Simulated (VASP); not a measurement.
# AlN (rocksalt type) (Fm-3m) in VASP: a series of runs

AlN (rocksalt type) is run at these levels: PBE; tasks: relaxation of cell and atoms.

Program: VASP 6.6.1. These are calculated values, not measurements. Logs are shortened: lines on timing, memory, paths and dates and some standing lists are left out, and cuts for length are marked.

### Step 1. The cell of the first run

Symmetry: Fm-3m, No. 225, cubic system. Conventional cell: a = 3.973 Å, b = 3.973 Å, c = 3.973 Å, α = 90.00°, β = 90.00°, γ = 90.00°. Within 2.6 Å of Al (site symmetry m-3m) lie 6 N at 1.99 Å. N (site symmetry m-3m) has 6 Al at 1.99 Å within 2.6 Å.

### Step 2. Relaxation of cell and atoms, PBE, target pressure 21 GPa, at which the enthalpy is minimised

The input, INCAR:

```
PREC = Accurate
ENCUT = 600
EDIFF = 1E-6
ISMEAR = -1
SIGMA = 0.08
LREAL = False
LASPH = True
NELM = 60
ALGO = Normal
ISIF = 3
LWAVE = False
LCHARG = False
GGA = PE
IBRION = 2
NSW = 60
EDIFFG = -0.005
PSTRESS = 210.0
```

The input, KPOINTS:

```
regular mesh
0
Gamma
  16 16 16
```

The input, POSCAR:

```
AlN
1.0
    0.0000000000      1.9866355153      1.9866355153
    1.9866355153      0.0000000000      1.9866355153
    1.9866355153      1.9866355153      0.0000000000
Al N
1 1
Direct
    0.0000000000      0.0000000000      0.0000000000
    0.5000000000      0.5000000000      0.5000000000
```

Potentials or basis: VASP PAW PBE potentials, release 64 (Al, N).

Command:

```
$ cat potpaw_PBE.64/Al/POTCAR potpaw_PBE.64/N/POTCAR > POTCAR
$ mpirun -np 1 vasp_std > vasp.out
```

OUTCAR:

```text
PREC = Accurate
   ENCUT = 600
   EDIFF = 1E-6
   ISMEAR = -1
   LREAL = False
   LASPH = True
   NELM = 60
   ISIF = 3
   GGA = PE
   IBRION = 2
   NSW = 60
   EDIFFG = -0.005
   PSTRESS = 210.0

 ion  position               nearest neighbor table
   1  0.000  0.000  0.000-   2 1.99   2 1.99   2 1.99   2 1.99   2 1.99   2 1.99
   2  0.500  0.500  0.500-   1 1.99   1 1.99   1 1.99   1 1.99   1 1.99   1 1.99

  LATTYP: Found a face centered cubic cell.
 ALAT       =     3.9732710306

  Lattice vectors:

 A1 = (   0.0000000000,   1.9866355153,   1.9866355153)
 A2 = (   1.9866355153,   0.0000000000,   1.9866355153)
 A3 = (   1.9866355153,   1.9866355153,   0.0000000000)

Analysis of symmetry for initial positions (statically):
=====================================================================
 Subroutine PRICEL returns:
 Original cell was already a primitive cell.

 Routine SETGRP: Setting up the symmetry group for a
 face centered cubic supercell.

 Subroutine GETGRP returns: Found 48 space group operations
 (whereof 48 operations were pure point group operations)
 out of a pool of 48 trial point group operations.

The static configuration has the point symmetry O_h .

Analysis of symmetry for dynamics (positions and initial velocities):
=====================================================================
 Subroutine PRICEL returns:
 Original cell was already a primitive cell.

 Routine SETGRP: Setting up the symmetry group for a
 face centered cubic supercell.

 Subroutine GETGRP returns: Found 48 space group operations
 (whereof 48 operations were pure point group operations)
 out of a pool of 48 trial point group operations.

The dynamic configuration has the point symmetry O_h .

 Subroutine INISYM returns: Found 48 space group operations
 (whereof 48 operations are pure point group operations),
 and found     1 'primitive' translations

----------------------------------------------------------------------------------------

                                     Primitive cell

  volume of cell :      15.6814

  direct lattice vectors                    reciprocal lattice vectors
     0.000000000  1.986635515  1.986635515    -0.251681799  0.251681799  0.251681799
     1.986635515  0.000000000  1.986635515     0.251681799 -0.251681799  0.251681799
     1.986635515  1.986635515  0.000000000     0.251681799  0.251681799 -0.251681799

  length of vectors
     2.809526889  2.809526889  2.809526889     0.435925663  0.435925663  0.435925663

[... 93 lines left out ...]
   EMIN   =  10.00;   EMAX   =-10.00  energy-range for DOS
   EFERMI =   0.00;   METHOD = LEGACY
   ISMEAR =    -1;   SIGMA  =   0.08  broadening in eV -4-tet -1-fermi 0-gaus
   EFERMI_NEDOS =   21; number of points for ismear=-14 and -15
   IALGO  =     38    algorithm
   IMIX   =      4    mixing-type and parameters
     AMIX     =   0.40;   BMIX     =  1.00
     AMIX_MAG =   1.60;   BMIX_MAG =  1.00
  volume/ion in A,a.u.               =       7.84        52.91
  Fermi-wavevector in a.u.,A,eV,Ry     =   1.308107  2.471964 23.281530  1.711144
  Thomas-Fermi vector in A             =   2.438796
   LORBIT       =      0    0 simple, 1 ext, 2 COOP (PROOUT), +10 PAW based schemes
   GGA     = PE    functional components
   LHFCALC =     F    Hartree Fock is set to
   AEXX    =    0.0000 exact exchange contribution
   IVDW    =     0    specifies the selected vdW correction
   LEPSILON=     F    determine dielectric tensor
   LRPA    =     F    only Hartree local field effects (RPA)
 conjugate gradient relaxation of ions
 non-spin polarized calculation
  energy-cutoff  :      600.00
  volume of cell :       15.68
 maximum number of plane-waves:       544
   NGX = 11   NGY = 11   NGZ = 11

--------------------------------------- Ionic step        1  -------------------------------------------

 number of electron       8.0000000 magnetization

 Free energy of the ion-electron system (eV)
  ---------------------------------------------------
  ext. energy  EPLUGINS =         0.00000000
  ---------------------------------------------------
  free energy    TOTEN  =       -14.47568261 eV

  energy without entropy =      -14.47568261  energy(sigma->0) =      -14.47568261

------------------------ aborting loop because EDIFF is reached ----------------------------------------

  FORCE on cell =-STRESS in cart. coord.  units (eV):
  Direction    XX          YY          ZZ          XY          YZ          ZX
  --------------------------------------------------------------------------------------
  -------------------------------------------------------------------------------------
  Total        2.0199891      2.0199891      2.0199891      0.0000000      0.0000000     -0.0000000
  in kB      206.3835240    206.3835240    206.3835240      0.0000000      0.0000000     -0.0000000
  external PRESSURE =      -3.6164760 kB  Pullay stress =     210.0000000 kB
[... 63 lines left out ...]
--------------------------------------- Ionic step        3  -------------------------------------------

 number of electron       8.0000000 magnetization

 Free energy of the ion-electron system (eV)
  ---------------------------------------------------
  ext. energy  EPLUGINS =         0.00000000
  ---------------------------------------------------
  free energy    TOTEN  =       -14.47345324 eV

  energy without entropy =      -14.47345324  energy(sigma->0) =      -14.47345324

 E-fermi :  12.2957     XC(G=0): -12.5381

 val. band max:       10.6728349225   @ k =   0.0000   0.0000   0.0000
 cond. band min:      15.8071534104   @ k =   0.5000   0.5000   0.0000
 fundamental gap:      5.1343184879
 Fermi energy:        12.2957360867

 k-point     1 :       0.0000    0.0000    0.0000
  band No.  band energies     occupation
      1      -7.3765      2.00000
      2      10.6728      2.00000
      3      10.6728      2.00000
      4      10.6728      2.00000
      5      17.1450      0.00000
      6      23.0114      0.00000
      7      23.0115      0.00000
      8      23.0115      0.00000
[... 243 lines left out ...]
 k-point    24 :      -0.0625    0.0625    0.0000
  band No.  band energies     occupation
      1      -7.1517      2.00000
      2       9.7137      2.00000
      3      10.3372      2.00000
      4      10.6142      2.00000
      5      17.7869      0.00000
      6      21.9740      0.00000
      7      23.3030      0.00000
      8      23.4972      0.00000

 [... further k-points ...]

------------------------ aborting loop because EDIFF is reached ----------------------------------------

  FORCE on cell =-STRESS in cart. coord.  units (eV):
  Direction    XX          YY          ZZ          XY          YZ          ZX
  --------------------------------------------------------------------------------------
  -------------------------------------------------------------------------------------
  Total        2.0532578      2.0532578      2.0532578     -0.0000000      0.0000000      0.0000000
  in kB      210.0124613    210.0124613    210.0124613     -0.0000000      0.0000000      0.0000000
  external PRESSURE =       0.0124613 kB  Pullay stress =     210.0000000 kB
[... 21 lines left out ...]
  energy  without entropy=      -14.4734532377  energy(sigma->0) =      -14.47345324

  enthalpy is  TOTEN    =       -12.4203172653 eV   P V=        2.0531359725

 reached required accuracy - stopping structural energy minimisation
```

OSZICAR:

```text
N       E                     dE             d eps       ncg     rms          rms(c)
DAV:   1     0.159555559650E+02    0.15956E+02   -0.47258E+03  2360   0.983E+02
DAV:   2    -0.157395272641E+02   -0.31695E+02   -0.30097E+02  3128   0.175E+02
DAV:   3    -0.162707966864E+02   -0.53127E+00   -0.53127E+00  2808   0.273E+01
DAV:   4    -0.162719959534E+02   -0.11993E-02   -0.11993E-02  3432   0.121E+00
[... 13 lines left out ...]
DAV:   4    -0.144704079376E+02    0.73569E-06   -0.36702E-07  1272   0.770E-03
   2 F= -.12420283E+02 E0= -.12420283E+02  d E =0.144465E-04
       N       E                     dE             d eps       ncg     rms          rms(c)
DAV:   1    -0.144734948250E+02   -0.30862E-02   -0.11522E-03  2552   0.327E-01    0.458E-02
DAV:   2    -0.144734539462E+02    0.40879E-04   -0.18855E-04  2608   0.106E-01    0.119E-02
DAV:   3    -0.144734532378E+02    0.70844E-06   -0.53245E-06  2760   0.223E-02
   3 F= -.12420317E+02 E0= -.12420317E+02  d E =-.201780E-04
```

It took 32 s on 1 thread of Intel Xeon 8259CL, shared host; peak memory 0.15 GiB.

Results:

- Free energy: -14.4735 eV
- Relaxed volume: 7.83 Å³/atom
- Relaxed cell: a = 2.809 Å, b = 2.809 Å, c = 2.809 Å, α = 60.00°, β = 60.00°, γ = 60.00°
- Space group after relaxing (to 0.1 Å): Fm-3m (No. 225)
- Energy change on relaxing (the run minimises the enthalpy): +1.1 meV/atom
- Ionic steps: 3
- Pressure after relaxing: 21.0 GPa
- Band gap on the k mesh: 5.13 eV (least direct gap 6.47 eV)

The path:
```csv
step,energy change (eV),largest force (eV/Å),pressure (GPa),volume (Å³)
1,0.0000,0.0000,20.64,15.68
2,0.0053,0.0000,21.49,15.64
3,0.0022,0.0000,21.00,15.66
```

Final structure:
```yaml
crystal:
  lattice:
    - [0.00000, 1.98591, 1.98591]
    - [1.98591, 0.00000, 1.98591]
    - [1.98591, 1.98591, 0.00000]
  atoms:
    - { symbol: Al, position: [0.00000, 0.00000, 0.00000] }
    - { symbol: N, position: [0.50000, 0.50000, 0.50000] }
```

Levels at points of the mesh, in eV from the valence-band top:
| k point | band 1 | band 2 | band 3 | band 4 | band 5 | band 6 | band 7 | band 8 |
| --- | --- | --- | --- | --- | --- | --- | --- | --- |
| (0.00, 0.00, 0.00) | -18.05 | 0.00 | 0.00 | 0.00 | 6.47 | 12.34 | 12.34 | 12.34 |
| (0.50, 0.00, 0.00) | -14.57 | -8.65 | -1.18 | -1.18 | 6.48 | 11.44 | 11.44 | 14.11 |
| (0.50, 0.50, 0.00) | -13.51 | -7.75 | -2.94 | -2.94 | 5.13 | 5.21 | 14.72 | 18.11 |

Caveat: the cell is relaxed towards a set pressure, so the run minimises the enthalpy, not the energy. A k mesh can miss the band edges.

### Step 3. Relaxation of cell and atoms, PBE, target pressure 21 GPa, at which the enthalpy is minimised

The input, INCAR:

```
PREC = Accurate ; ENCUT = 600
EDIFF = 1E-6 ; ISMEAR = -1
SIGMA = 0.08 ; LREAL = F
LASPH = T ; NELM = 60
ALGO = Normal ; ISIF = 3
LWAVE = F ; LCHARG = F
GGA = PE ; IBRION = 2
NSW = 32 ; EDIFFG = -0.005
PSTRESS = 210.0
```

The input, KPOINTS:

```
Automatic mesh
0
Gamma
  16 16 16
```

The input, POSCAR:

```
AlN
1.0
    0.0000000000      1.9868492523      1.9868492523
    1.9868492523      0.0000000000      1.9868492523
    1.9868492523      1.9868492523      0.0000000000
Al N
1 1
Direct
    0.0000000000      0.0000000000      0.0000000000
    0.5000000000      0.5000000000      0.5000000000
```

Potentials or basis: VASP PAW PBE potentials, release 64 (Al, N).

Command:

```
$ cat potpaw_PBE.64/Al/POTCAR potpaw_PBE.64/N/POTCAR > POTCAR
$ mpirun -np 1 vasp_std > vasp.out
```

Wall time 40 s (1 thread of Intel Xeon 8259CL, shared host); peak memory 0.15 GiB.

It converged, with:

- Free energy: -14.4735 eV
- Relaxed volume: 7.83 Å³/atom
- Relaxed cell: a = 2.809 Å, b = 2.809 Å, c = 2.809 Å, α = 60.00°, β = 60.00°, γ = 60.00°
- Space group after relaxing (to 0.1 Å): Fm-3m (No. 225)
- Energy change on relaxing (the run minimises the enthalpy): +1.4 meV/atom
- Ionic steps: 3
- Pressure after relaxing: 21.0 GPa
- Band gap on the k mesh: 5.13 eV (least direct gap 6.47 eV)

Step by step:
| step | energy change (eV) | largest force (eV/Å) | pressure (GPa) | volume (Å³) |
| --- | --- | --- | --- | --- |
| 1 | 0.0000 | 0.0000 | 20.53 | 15.69 |
| 2 | 0.0068 | 0.0000 | 21.64 | 15.63 |
| 3 | 0.0029 | 0.0000 | 21.00 | 15.66 |

Final structure:
```
Al N
1.0
     0.00000    1.98592    1.98592
     1.98592    0.00000    1.98592
     1.98592    1.98592    0.00000
Al N
1 1
Cartesian
  0.0000 0.0000 0.0000
  1.9859 1.9859 1.9859
```

Levels at points of the mesh, in eV from the valence-band top:
```
           k point  band 2  band 3  band 4  band 5  band 6  band 7
(0.00, 0.00, 0.00)    0.00    0.00    0.00    6.47   12.34   12.34
(0.50, 0.00, 0.00)   -8.65   -1.18   -1.18    6.48   11.44   11.44
(0.50, 0.50, 0.00)   -7.75   -2.94   -2.94    5.13    5.21   14.72
```

Caveat: the cell is relaxed towards a set pressure, so the run minimises the enthalpy, not the energy.

### Step 4. Relaxation of cell and atoms, PBE

This run uses another cell than the first one, of 10.00 Å³/atom.

The input, INCAR:

```
PREC = Accurate
ENCUT = 600
EDIFF = 1E-7
ISMEAR = -1
SIGMA = 0.08
LREAL = False
LASPH = True
NELM = 80
ALGO = Normal
ISIF = 3
LWAVE = False
LCHARG = False
GGA = PE
IBRION = 2
NSW = 60
EDIFFG = -0.005
```

KPOINTS is that of step 3.

The input, POSCAR:

```
AlN
1.0
    0.0000000000      2.1544346900      2.1544346900
    2.1544346900      0.0000000000      2.1544346900
    2.1544346900      2.1544346900      0.0000000000
Al N
1 1
Direct
    0.0000000000      0.0000000000      0.0000000000
    0.5000000000      0.5000000000      0.5000000000
```

Command:

```
$ cat potpaw_PBE.64/Al/POTCAR potpaw_PBE.64/N/POTCAR > POTCAR
$ mpirun -np 1 vasp_std > vasp.out
```

It took 1.7 min on 1 thread of Intel Xeon 8259CL, shared host; peak memory 0.16 GiB.

Results (log left out):

```
Free energy                           : -14.5535 eV
Relaxed volume                        : 8.42 Å³/atom
Relaxed cell                          : a = 2.877 Å, b = 2.877 Å, c = 2.877 Å, α = 60.00°, β = 60.00°, γ = 60.00°
Space group after relaxing (to 0.1 Å) : Fm-3m (No. 225)
Energy gained by relaxing             : 175.7 meV/atom
Ionic steps                           : 6
Pressure after relaxing               : 0.0 GPa
Band gap on the k mesh                : 4.43 eV (least direct gap 5.42 eV)
```

The path:
```
step  energy change (eV)  largest force (eV/Å)  pressure (GPa)  volume (Å³)
   1              0.0000                0.0000          -30.65        20.00
   2             -0.1510                0.0000           37.85        14.96
   3             -0.3514                0.0000           -0.55        16.87
   4             -0.3515                0.0000            0.34        16.81
   5             -0.3515                0.0000           -0.26        16.85
   6             -0.3515                0.0000            0.00        16.83
```

Final structure:
```xyz
2
Lattice="0.0000 2.0340 2.0340 2.0340 0.0000 2.0340 2.0340 2.0340 0.0000" Properties=species:S:1:pos:R:3 pbc="T T T"
Al    0.0000    0.0000    0.0000
N     2.0340    2.0340    2.0340
```

Levels at points of the mesh, in eV from the valence-band top:
```
           k point  band 1  band 2  band 3  band 4  band 5  band 6  band 7  band 8
(0.00, 0.00, 0.00)  -17.39    0.00    0.00    0.00    5.42   12.11   12.11   12.11
(0.50, 0.00, 0.00)  -14.20   -8.19   -1.04   -1.04    6.02   10.85   10.85   13.03
(0.50, 0.50, 0.00)  -13.24   -7.26   -2.75   -2.75    4.43    5.33   13.83   16.96
```

Caveat: the volume moved by over 15 % at a fixed basis, so the end points are rough.
